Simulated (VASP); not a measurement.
# TiO (P-6m2) in VASP: further runs, part 2 of 2

VASP 6.6.1. The steps go on from the part before.

### Step 3. Single point, PBEsol

This run uses another cell than the first one, of 9.03 Å³/atom.

The input, INCAR:

```
ALGO = Normal
EDIFF = 1E-6
ENCUT = 520
GGA = PS
ISIF = 2
ISMEAR = 0
LASPH = True
LCHARG = False
LREAL = False
LWAVE = False
NBANDS = 16
NELM = 80
PREC = Accurate
SIGMA = 0.15
```

The input, KPOINTS:

```
k-points
0
Gamma
  18 18 16
```

The input, POSCAR:

```
TiO
1.0
    2.7885979981      0.0000000000      0.0000000000
   -1.3942989991      2.4149967073      0.0000000000
    0.0000000000      0.0000000000      2.6820000000
Ti O
1 1
Direct
    0.6666666667      0.3333333333      0.0000000000
    0.0000000000      0.0000000000      0.5000000000
```

Potentials or basis: VASP PAW PBE potentials, release 64 (Ti_sv, O).

Launch:

```
> cat potpaw_PBE.64/Ti_sv/POTCAR potpaw_PBE.64/O/POTCAR > POTCAR
> mpirun -np 1 vasp_std > vasp.out
```

OUTCAR:

```text
EDIFF = 1E-6
   ENCUT = 520
   GGA = PS
   ISIF = 2
   ISMEAR = 0
   LASPH = True
   LREAL = False
   NELM = 80
   PREC = Accurate

 ion  position               nearest neighbor table
   1  0.667  0.333  0.000-   2 2.10   2 2.10   2 2.10   2 2.10   2 2.10   2 2.10
   2  0.000  0.000  0.500-   1 2.10   1 2.10   1 2.10   1 2.10   1 2.10   1 2.10

  LATTYP: Found a hexagonal cell.
 ALAT       =     2.7885979981
 C/A-ratio  =     0.9617736231

  Lattice vectors:

 A1 = (   2.7885979981,   0.0000000000,   0.0000000000)
 A2 = (  -1.3942989991,   2.4149967073,   0.0000000000)
 A3 = (   0.0000000000,   0.0000000000,   2.6820000000)

Analysis of symmetry for initial positions (statically):
=====================================================================
 Subroutine PRICEL returns:
 Original cell was already a primitive cell.

 Routine SETGRP: Setting up the symmetry group for a
 hexagonal supercell.

 Subroutine GETGRP returns: Found 12 space group operations
 (whereof 12 operations were pure point group operations)
 out of a pool of 24 trial point group operations.

The static configuration has the point symmetry D_3h.

Analysis of symmetry for dynamics (positions and initial velocities):
=====================================================================
 Subroutine PRICEL returns:
 Original cell was already a primitive cell.

 Routine SETGRP: Setting up the symmetry group for a
 hexagonal supercell.

 Subroutine GETGRP returns: Found 12 space group operations
 (whereof 12 operations were pure point group operations)
 out of a pool of 24 trial point group operations.

The dynamic configuration has the point symmetry D_3h.

 Subroutine INISYM returns: Found 12 space group operations
 (whereof 12 operations are pure point group operations),
 and found     1 'primitive' translations

----------------------------------------------------------------------------------------

                                     Primitive cell

  volume of cell :      18.0618

  direct lattice vectors                    reciprocal lattice vectors
     2.788597998  0.000000000  0.000000000     0.358603141  0.207039620  0.000000000
    -1.394298999  2.414996707  0.000000000     0.000000000  0.414079240  0.000000000
     0.000000000  0.000000000  2.682000000     0.000000000  0.000000000  0.372856078

  length of vectors
     2.788597998  2.788597998  2.682000000     0.414079240  0.414079240  0.372856078

  position of ions in fractional coordinates (direct lattice)
     0.666666667  0.333333333  0.000000000
     0.000000000  0.000000000  0.500000000

  ion indices of the primitive-cell ions
   primitive index   ion index
                 1           1
                 2           2

----------------------------------------------------------------------------------------

 KPOINTS: k-points

Automatic generation of k-mesh.
 Grid dimensions read from file:
 generate k-points for:   18   18   16

 Generating k-lattice:

  Cartesian coordinates                     Fractional coordinates (reciprocal lattice)
     0.019922397  0.011502201  0.000000000     0.055555556 -0.000000000  0.000000000
     0.000000000  0.023004402  0.000000000     0.000000000  0.055555556  0.000000000
     0.000000000  0.000000000  0.023303505     0.000000000  0.000000000  0.062500000

  Length of vectors
     0.023004402  0.023004402  0.023303505

  Shift w.r.t. Gamma in fractional coordinates (k-lattice)
     0.000000000  0.000000000  0.000000000

 Subroutine IBZKPT returns following result:
 ===========================================

 Found    333 irreducible k-points:

 Following reciprocal coordinates:
            Coordinates               Weight
  0.000000  0.000000  0.000000      1.000000
  0.055556 -0.000000  0.000000      6.000000
  0.111111 -0.000000  0.000000      6.000000
  0.166667  0.000000  0.000000      6.000000
  0.222222 -0.000000  0.000000      6.000000
  0.277778  0.000000  0.000000      6.000000
[... 16 lines left out ...]
  0.333333  0.111111  0.000000     12.000000
  0.388889  0.111111  0.000000     12.000000
 [... further k-points ...]
   k-points           NKPTS =    333   k-points in BZ     NKDIM =    333   number of bands    NBANDS=     16
   number of dos      NEDOS =    301   number of ions     NIONS =      2
   total plane-waves  NPLWV =  11520
   dimension x,y,z NGX =    24 NGY =   24 NGZ =   20
   dimension x,y,z NGXF=    48 NGYF=   48 NGZF=   40
   ions per type =               1   1
   NGX,Y,Z   is equivalent  to a cutoff of  14.31, 14.31, 12.40 a.u.
   NGXF,Y,Z  is equivalent  to a cutoff of  28.62, 28.62, 24.79 a.u.
 SYSTEM =  unknown system
   PREC   = accura    normal or accurate (medium, high low for compatibility)
   ISTART =      0    job   : 0-new  1-cont  2-samecut
   ICHARG =      2    charge: 1-file 2-atom 10-const
   ISPIN  =      1    spin polarized calculation?
   LNONCOLLINEAR =      F non collinear calculations
   LSORBIT =      F    spin-orbit coupling
   LASPH  =      T    aspherical Exc in radial PAW
   ENCUT  =  520.0 eV  38.22 Ry    6.18 a.u.   5.18  5.18  4.99*2*pi/ulx,y,z
   NELM   =     80;   NELMIN=  2; NELMDL= -5     # of ELM steps
   EDIFF  = 0.1E-05   stopping-criterion for ELM
   LREAL  =      F    real-space projection
   EDIFFG = 0.1E-04   stopping-criterion for IOM
   NSW    =      0    number of steps for IOM
   IBRION =     -1    ionic relax: 0-MD 1-quasi-New 2-CG
   NFREE  =      0    steps in history (QN), initial steepest desc. (CG)
   ISIF   =      2    stress and relaxation
   ISYM   =      2    0-nonsym 1-usesym 2-fastsym
   POTIM  = 0.5000    time-step for ionic-motion
   TEBEG  =    0.0;   TEEND  =   0.0 temperature during run
   PSTRESS=    0.0 pullay stress
   NELECT =      18.0000    total number of electrons
   NUPDOWN=      -1.0000    fix difference up-down
   EMIN   =  10.00;   EMAX   =-10.00  energy-range for DOS
   EFERMI =   0.00;   METHOD = LEGACY
   ISMEAR =     0;   SIGMA  =   0.15  broadening in eV -4-tet -1-fermi 0-gaus
   EFERMI_NEDOS =   21; number of points for ismear=-14 and -15
   IALGO  =     38    algorithm
   IMIX   =      4    mixing-type and parameters
     AMIX     =   0.40;   BMIX     =  1.00
     AMIX_MAG =   1.60;   BMIX_MAG =  1.00
  volume/ion in A,a.u.               =       9.03        60.94
  Fermi-wavevector in a.u.,A,eV,Ry     =   1.635229  3.090135 36.381625  2.673974
  Thomas-Fermi vector in A             =   2.726737
   LORBIT       =      0    0 simple, 1 ext, 2 COOP (PROOUT), +10 PAW based schemes
   GGA     = PS    functional components
   LHFCALC =     F    Hartree Fock is set to
   AEXX    =    0.0000 exact exchange contribution
   IVDW    =     0    specifies the selected vdW correction
   LEPSILON=     F    determine dielectric tensor
   LRPA    =     F    only Hartree local field effects (RPA)
 non-spin polarized calculation
 Gauss-broadening in eV      SIGMA  =   0.15
  energy-cutoff  :      520.00
  volume of cell :       18.06
 maximum number of plane-waves:       494
 NGX is ok and might be reduce to    24
   NGX = 11   NGY = 11   NGZ =  9

 number of electron      17.9999994 magnetization

 Free energy of the ion-electron system (eV)
  ---------------------------------------------------
  ext. energy  EPLUGINS =         0.00000000
  ---------------------------------------------------
  free energy    TOTEN  =       -18.70705124 eV

  energy without entropy =      -18.70627732  energy(sigma->0) =      -18.70666428

 E-fermi :  12.2441     XC(G=0): -13.4870

 val. band max:       12.1023457587   @ k =   0.0556  -0.0000   0.5000
 cond. band min:      12.2635290927   @ k =   0.0000   0.0000   0.5000
 fundamental gap:      0.1611833340
 Fermi energy:        12.2441216881

 k-point     1 :       0.0000    0.0000    0.0000
  band No.  band energies     occupation
      1     -45.2094      2.00000
      2     -21.3641      2.00000
      3     -21.0932      2.00000
      4     -21.0932      2.00000
      5     -10.1521      2.00000
      6       5.9415      2.00000
[... 8 lines left out ...]
     15      26.9875      0.00000
     16      29.4703      0.00000
[... 419 lines left out ...]
 k-point    24 :       0.3889    0.1111    0.0000
  band No.  band energies     occupation
      1     -45.0507      2.00000
      2     -22.0593      2.00000
      3     -21.3680      2.00000
      4     -21.2296      2.00000
      5      -8.7008      2.00000
      6       2.9482      2.00000
[... 8 lines left out ...]
     15      24.7528      0.00000
     16      27.5853      0.00000

 [... further k-points ...]
[... 5 lines left out ...]
  --------------------------------------------------------------------------------------
  -------------------------------------------------------------------------------------
  Total        0.7647047      0.7647047      3.1065829     -0.0000000      0.0000000      0.0000000
  in kB       67.8333307     67.8333307    275.5702277     -0.0000000      0.0000000      0.0000000
  external PRESSURE =     137.0789630 kB  Pullay stress =       0.0000000 kB

 VOLUME and BASIS-vectors are now :
 -----------------------------------------------------------------------------
  energy-cutoff  :      520.00
  volume of cell :       18.06
      direct lattice vectors                 reciprocal lattice vectors
     2.788597998  0.000000000  0.000000000     0.358603141  0.207039620  0.000000000
    -1.394298999  2.414996707  0.000000000     0.000000000  0.414079240  0.000000000
     0.000000000  0.000000000  2.682000000     0.000000000  0.000000000  0.372856078

 POSITION                                       TOTAL-FORCE (eV/Angst)
 -----------------------------------------------------------------------------------
      1.39430      0.80500      0.00000         0.000000      0.000000      0.000000
      0.00000      0.00000      1.34100        -0.000000      0.000000      0.000000
 -----------------------------------------------------------------------------------
    total drift:                               -0.000000      0.000000      0.000000

  FREE ENERGIE OF THE ION-ELECTRON SYSTEM (eV)
  ---------------------------------------------------
  free  energy   TOTEN  =       -18.7070512377 eV

  energy  without entropy=      -18.7062773170  energy(sigma->0) =      -18.70666428
```

Run time: 3.2 min. Hardware: 1 thread of AMD EPYC 7R13, shared host; peak memory 0.18 GiB.

What came out:

- Free energy: -18.7071 eV
- Pressure: 13.7 GPa
- Band gap on the k mesh: zero (bands 9 and 10 overlap by 0.08 eV)

Stress tensor (GPa, compression positive):
```
 6.78  0.00  0.00
 0.00  6.78  0.00
 0.00  0.00 27.56
```

Levels at points of the mesh, in eV from the Fermi level:
```tsv
k point	band 7	band 8	band 9	band 10	band 11	band 12
(0.00, 0.00, 0.00)	-6.30	-5.44	-3.15	1.77	2.01	2.01
(0.50, 0.00, 0.00)	-6.64	-5.86	-2.70	1.86	1.98	3.10
(0.00, 0.00, 0.50)	-5.87	-5.87	0.02	0.02	1.38	1.87
(0.50, 0.00, 0.50)	-8.28	-7.29	-0.56	2.01	3.10	3.51
```

Caveat: the stress differs along the axes, from 7 to 28 GPa; the PAW data sets were made with another functional, which shifts forces and pressure a little; semilocal functionals often make such compounds metallic where correlation or magnetic order opens a gap, which also shifts bond lengths.

The gap in the log of VASP goes by the Fermi energy; the results here count the filled bands.